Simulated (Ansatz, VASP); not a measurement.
One calculation of Lu, two programs

```
Lu
1.0
     3.50990    0.00000    0.00000
    -1.75495    3.03966    0.00000
     0.00000    0.00000    5.56660
Lu
2
Direct
  0.33333 0.66667 0.25000
  0.66667 0.33333 0.75000
```

Alike in both runs: task single point; functional PBE; k mesh 13 × 13 × 8; occupations fermi-dirac, width 0.03 eV; no spin polarisation.

```csv
,VASP,Ansatz
version,VASP 6.6.1,Ansatz 0.2.0
potentials or method,"VASP PAW PBE potentials, release 64 (Lu), cutoff 520 eV","all-electron LAPW, scalar-relativistic"
```

|  | VASP | Ansatz | Ansatz less VASP |
| --- | --- | --- | --- |
| pressure (GPa) | -0.5 | -0.9 | -0.37 |
| traceless stress, the component that is largest in VASP (GPa) | -0.73 | -0.73 | -0.003 |

Ansatz ran all-electron here, and VASP with PAW potentials.

Neither program's run includes spin-orbit coupling.
